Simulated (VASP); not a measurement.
# GeSe3 (P6_3/mmc) in VASP: a series of runs

Runs on GeSe3. Level: PBE. Tasks: single point.

Everything below comes from runs of VASP 6.6.1. Logs are shortened: lines on timing, memory, paths and dates and some standing lists are left out, and cuts for length are marked.

### 1 The cell of the first run

The structure is hexagonal, space group P6_3/mmc (No. 194). The conventional cell has a = 6.052 Å, b = 6.052 Å, c = 5.302 Å, α = 90.00°, β = 90.00°, γ = 120.00°. Ge (site symmetry -6m2) has 12 Se at 3.03 to 3.12 Å within 4.0 Å. Within 3.7 Å of Se (site symmetry mm2) lie 8 Se at 2.83 to 3.24 Å and 4 Ge at 3.03 to 3.12 Å.

### 2 Single point, PBE

INCAR

```
SYSTEM = GeSe3
PREC     = Accurate       ! precision mode
ENCUT    = 520            ! plane-wave cutoff, eV
EDIFF    = 1E-7           ! SCF threshold, eV
ISMEAR   = 0              ! smearing method
SIGMA    = 0.1            ! smearing width, eV
LREAL    = .FALSE.        ! projectors in reciprocal space
LASPH    = .TRUE.         ! aspherical terms in the spheres
NELM     = 60             ! most SCF steps
ALGO     = Normal         ! electronic algorithm
ISIF     = 2              ! what is computed and relaxed
LWAVE    = .FALSE.        ! write WAVECAR
LCHARG   = .TRUE.         ! write CHGCAR
GGA      = PE             ! functional
LELF     = .TRUE.         ! ELF
LVHAR    = .TRUE.       
NBANDS   = 42             ! bands
```

KPOINTS

```
Automatic mesh
0
G
  3 3 4
  0 0 0
```

POSCAR

```
GeSe3
1.0
    6.0523683192      0.0000000000      0.0000000000
   -3.0261841596      5.2415047175      0.0000000000
    0.0000000000      0.0000000000      5.3021781522
Ge Se
2 6
Direct
    0.3333333333      0.6666666667      0.2500000000
    0.6666666667      0.3333333333      0.7500000000
    0.8227190490      0.6454380981      0.2500000000
    0.1772809510      0.8227190490      0.7500000000
    0.3545619019      0.1772809510      0.2500000000
    0.1772809510      0.3545619019      0.7500000000
    0.8227190490      0.1772809510      0.2500000000
    0.6454380981      0.8227190490      0.7500000000
```

Potentials or basis: VASP PAW PBE potentials, release 64 (Ge_d, Se).

Command:

```bash
cat potpaw_PBE.64/Ge_d/POTCAR potpaw_PBE.64/Se/POTCAR > POTCAR
mpirun -np 1 vasp_std > vasp.out
```

OUTCAR:

```text
SYSTEM = GeSe3
   PREC = Accurate
   ENCUT = 520
   EDIFF = 1E-7
   ISMEAR = 0
   LREAL = .FALSE.
   LASPH = .TRUE.
   NELM = 60
   ISIF = 2
   GGA = PE

 ion  position               nearest neighbor table
   1  0.333  0.667  0.250-
   2  0.667  0.333  0.750-
   3  0.823  0.645  0.250-
   4  0.177  0.823  0.750-
   5  0.355  0.177  0.250-
   6  0.177  0.355  0.750-
   7  0.823  0.177  0.250-
   8  0.645  0.823  0.750-

  LATTYP: Found a hexagonal cell.
 ALAT       =     6.0523683192
 C/A-ratio  =     0.8760501464

  Lattice vectors:

 A1 = (   6.0523683192,   0.0000000000,   0.0000000000)
 A2 = (  -3.0261841596,   5.2415047175,   0.0000000000)
 A3 = (   0.0000000000,   0.0000000000,   5.3021781522)

Analysis of symmetry for initial positions (statically):
=====================================================================
 Subroutine PRICEL returns:
 Original cell was already a primitive cell.

 Routine SETGRP: Setting up the symmetry group for a
 hexagonal supercell.

 Subroutine GETGRP returns: Found 24 space group operations
 (whereof 12 operations were pure point group operations)
 out of a pool of 24 trial point group operations.

The static configuration has the point symmetry D_3d.
 The point group associated with its full space group is D_6h.

Analysis of symmetry for dynamics (positions and initial velocities):
=====================================================================
 Subroutine PRICEL returns:
 Original cell was already a primitive cell.

 Routine SETGRP: Setting up the symmetry group for a
 hexagonal supercell.

 Subroutine GETGRP returns: Found 24 space group operations
 (whereof 12 operations were pure point group operations)
 out of a pool of 24 trial point group operations.

The dynamic configuration has the point symmetry D_3d.
 The point group associated with its full space group is D_6h.

 Subroutine INISYM returns: Found 24 space group operations
 (whereof 12 operations are pure point group operations),
 and found     1 'primitive' translations

----------------------------------------------------------------------------------------

                                     Primitive cell

  volume of cell :     168.2037

  direct lattice vectors                    reciprocal lattice vectors
     6.052368319  0.000000000  0.000000000     0.165224578  0.095392454  0.000000000
    -3.026184160  5.241504717  0.000000000     0.000000000  0.190784909  0.000000000
     0.000000000  0.000000000  5.302178152     0.000000000  0.000000000  0.188601735

  length of vectors
     6.052368319  6.052368319  5.302178152     0.190784909  0.190784909  0.188601735

  position of ions in fractional coordinates (direct lattice)
     0.333333333  0.666666667  0.250000000
     0.666666667  0.333333333  0.750000000
     0.822719049  0.645438098  0.250000000
     0.177280951  0.822719049  0.750000000
     0.354561902  0.177280951  0.250000000
     0.177280951  0.354561902  0.750000000
     0.822719049  0.177280951  0.250000000
     0.645438098  0.822719049  0.750000000

  ion indices of the primitive-cell ions
   primitive index   ion index
                 1           1
                 2           2
                 3           3
                 4           4
                 5           5
                 6           6
                 7           7
                 8           8

----------------------------------------------------------------------------------------

 KPOINTS: Automatic mesh

Automatic generation of k-mesh.
 Grid dimensions read from file:
 generate k-points for:    3    3    4

 Generating k-lattice:

  Cartesian coordinates                     Fractional coordinates (reciprocal lattice)
     0.055074859  0.031797485  0.000000000     0.333333333  0.000000000  0.000000000
     0.000000000  0.063594970  0.000000000     0.000000000  0.333333333  0.000000000
     0.000000000  0.000000000  0.047150434     0.000000000  0.000000000  0.250000000

  Length of vectors
     0.063594970  0.063594970  0.047150434

  Shift w.r.t. Gamma in fractional coordinates (k-lattice)
     0.000000000  0.000000000  0.000000000

 Subroutine IBZKPT returns following result:
 ===========================================

 Found      9 irreducible k-points:

 Following reciprocal coordinates:
            Coordinates               Weight
  0.000000  0.000000  0.000000      1.000000
  0.333333  0.000000  0.000000      6.000000
  0.333333  0.333333  0.000000      2.000000
  0.000000  0.000000  0.250000      2.000000
  0.333333  0.000000  0.250000     12.000000
  0.333333  0.333333  0.250000      4.000000
  0.000000  0.000000  0.500000      1.000000
  0.333333  0.000000  0.500000      6.000000
  0.333333  0.333333  0.500000      2.000000
   k-points           NKPTS =      9   k-points in BZ     NKDIM =      9   number of bands    NBANDS=     42
   number of dos      NEDOS =    301   number of ions     NIONS =      8
   total plane-waves  NPLWV =  92160
   dimension x,y,z NGX =    48 NGY =   48 NGZ =   40
   dimension x,y,z NGXF=    96 NGYF=   96 NGZF=   80
   ions per type =               2   6
   NGX,Y,Z   is equivalent  to a cutoff of  13.18, 13.18, 12.54 a.u.
   NGXF,Y,Z  is equivalent  to a cutoff of  26.37, 26.37, 25.08 a.u.
 SYSTEM =  GeSe3
   PREC   = accura    normal or accurate (medium, high low for compatibility)
   ISTART =      0    job   : 0-new  1-cont  2-samecut
   ICHARG =      2    charge: 1-file 2-atom 10-const
   ISPIN  =      1    spin polarized calculation?
   LNONCOLLINEAR =      F non collinear calculations
   LSORBIT =      F    spin-orbit coupling
   LASPH  =      T    aspherical Exc in radial PAW
   ENCUT  =  520.0 eV  38.22 Ry    6.18 a.u.  11.25 11.25  9.86*2*pi/ulx,y,z
   NELM   =     60;   NELMIN=  2; NELMDL= -5     # of ELM steps
   EDIFF  = 0.1E-06   stopping-criterion for ELM
   LREAL  =      F    real-space projection
   EDIFFG = 0.1E-05   stopping-criterion for IOM
   NSW    =      0    number of steps for IOM
   IBRION =     -1    ionic relax: 0-MD 1-quasi-New 2-CG
   NFREE  =      0    steps in history (QN), initial steepest desc. (CG)
   ISIF   =      2    stress and relaxation
   ISYM   =      2    0-nonsym 1-usesym 2-fastsym
   POTIM  = 0.5000    time-step for ionic-motion
   TEBEG  =    0.0;   TEEND  =   0.0 temperature during run
   PSTRESS=    0.0 pullay stress
   NELECT =      64.0000    total number of electrons
   NUPDOWN=      -1.0000    fix difference up-down
   EMIN   =  10.00;   EMAX   =-10.00  energy-range for DOS
   EFERMI =   0.00;   METHOD = LEGACY
   ISMEAR =     0;   SIGMA  =   0.10  broadening in eV -4-tet -1-fermi 0-gaus
   EFERMI_NEDOS =   21; number of points for ismear=-14 and -15
   IALGO  =     38    algorithm
   IMIX   =      4    mixing-type and parameters
     AMIX     =   0.40;   BMIX     =  1.00
     AMIX_MAG =   1.60;   BMIX_MAG =  1.00
  volume/ion in A,a.u.               =      21.03       141.89
  Fermi-wavevector in a.u.,A,eV,Ry     =   1.186287  2.241757 19.147149  1.407276
  Thomas-Fermi vector in A             =   2.322462
   LORBIT       =      0    0 simple, 1 ext, 2 COOP (PROOUT), +10 PAW based schemes
   GGA     = PE    functional components
   LHFCALC =     F    Hartree Fock is set to
   AEXX    =    0.0000 exact exchange contribution
   IVDW    =     0    specifies the selected vdW correction
   LEPSILON=     F    determine dielectric tensor
   LRPA    =     F    only Hartree local field effects (RPA)
 non-spin polarized calculation
 Gauss-broadening in eV      SIGMA  =   0.10
  energy-cutoff  :      520.00
  volume of cell :      168.20
 maximum number of plane-waves:      4554
 NGX is ok and might be reduce to    48
   NGX = 23   NGY = 23   NGZ = 19

 number of electron      64.0000014 magnetization

 Free energy of the ion-electron system (eV)
  ---------------------------------------------------
  ext. energy  EPLUGINS =         0.00000000
  ---------------------------------------------------
  free energy    TOTEN  =       -26.93154733 eV

  energy without entropy =      -26.91558207  energy(sigma->0) =      -26.92356470

 E-fermi :   5.2700     XC(G=0): -10.4837

 val. band max:        5.2195158873   @ k =   0.0000   0.0000   0.2500
 cond. band min:       5.3228879705   @ k =   0.3333   0.3333   0.2500
 fundamental gap:      0.1033720832
 Fermi energy:         5.2700094561

 k-point     1 :       0.0000    0.0000    0.0000
  band No.  band energies     occupation
      1     -19.8498      2.00000
      2     -19.8474      2.00000
      3     -19.8407      2.00000
      4     -19.8407      2.00000
      5     -19.8391      2.00000
      6     -19.8391      2.00000
[... 34 lines left out ...]
     41      10.1272      0.00000
     42      10.1272      0.00000

 k-point     2 :       0.3333    0.0000    0.0000
  band No.  band energies     occupation
      1     -19.8492      2.00000
      2     -19.8478      2.00000
      3     -19.8408      2.00000
      4     -19.8405      2.00000
      5     -19.8393      2.00000
      6     -19.8389      2.00000
[... 34 lines left out ...]
     41       9.3390      0.00000
     42       9.8835      0.00000

 k-point     3 :       0.3333    0.3333    0.0000
  band No.  band energies     occupation
      1     -19.8485      2.00000
      2     -19.8485      2.00000
      3     -19.8410      2.00000
      4     -19.8399      2.00000
      5     -19.8399      2.00000
      6     -19.8388      2.00000
[... 222 lines left out ...]
      4     -19.8401      2.00000
      5     -19.8401      2.00000
      6     -19.8401      2.00000
[... 34 lines left out ...]
     41       9.3295      0.00000
     42       9.3295      0.00000

 k-point     9 :       0.3333    0.3333    0.5000
  band No.  band energies     occupation
      1     -19.8479      2.00000
      2     -19.8479      2.00000
      3     -19.8401      2.00000
      4     -19.8401      2.00000
      5     -19.8401      2.00000
      6     -19.8401      2.00000
[... 34 lines left out ...]
     41       7.6104      0.00000
     42       7.6104      0.00000

------------------------ aborting loop because EDIFF is reached ----------------------------------------

  FORCE on cell =-STRESS in cart. coord.  units (eV):
  Direction    XX          YY          ZZ          XY          YZ          ZX
  --------------------------------------------------------------------------------------
  -------------------------------------------------------------------------------------
  Total       -0.0405269     -0.0405269     -0.1303705      0.0000000      0.0000000      0.0000000
  in kB       -0.3860274     -0.3860274     -1.2418079      0.0000000      0.0000000      0.0000000
  external PRESSURE =      -0.6712876 kB  Pullay stress =       0.0000000 kB

 VOLUME and BASIS-vectors are now :
 -----------------------------------------------------------------------------
  energy-cutoff  :      520.00
  volume of cell :      168.20
      direct lattice vectors                 reciprocal lattice vectors
     6.052368319  0.000000000  0.000000000     0.165224578  0.095392454  0.000000000
    -3.026184160  5.241504717  0.000000000     0.000000000  0.190784909  0.000000000
     0.000000000  0.000000000  5.302178152     0.000000000  0.000000000  0.188601735

 POSITION                                       TOTAL-FORCE (eV/Angst)
 -----------------------------------------------------------------------------------
     -0.00000      3.49434      1.32554         0.000000      0.000000      0.000000
      3.02618      1.74717      3.97663         0.000000     -0.000000      0.000000
      3.02618      3.38307      1.32554         0.000000     -0.019164     -0.000000
     -1.41673      4.31229      3.97663         0.016597     -0.009582     -0.000000
      1.60945      0.92922      1.32554         0.016597      0.009582      0.000000
      0.00000      1.85844      3.97663         0.000000      0.019164      0.000000
      4.44291      0.92922      1.32554        -0.016597      0.009582      0.000000
      1.41673      4.31229      3.97663        -0.016597     -0.009582      0.000000
 -----------------------------------------------------------------------------------
    total drift:                               -0.000000      0.000000     -0.000000

  FREE ENERGIE OF THE ION-ELECTRON SYSTEM (eV)
  ---------------------------------------------------
  free  energy   TOTEN  =       -26.9315473279 eV

  energy  without entropy=      -26.9155820721  energy(sigma->0) =      -26.92356470
```

Wall time 48 s (1 thread of Intel Xeon 6975P-C (Granite Rapids), shared host); peak memory 0.3 GiB.

Results:

- Free energy: -26.9315 eV
- Pressure: -0.1 GPa
- Largest force: 0.019 eV/Å
- Band gap on the k mesh: zero (bands 32 and 33 overlap by 2.20 eV)

Forces in eV/Å, atoms in the order of the input:
```
Ge   0.000  0.000  0.000
Ge   0.000  0.000  0.000
Se   0.000 -0.019  0.000
Se   0.017 -0.010  0.000
Se   0.017  0.010  0.000
Se   0.000  0.019  0.000
Se  -0.017  0.010  0.000
Se  -0.017 -0.010  0.000
```

Caveat: the k points lie up to 0.40 Å⁻¹ apart, too coarse for converged energies and pressures of a metal.

[end of part 1 of 2]
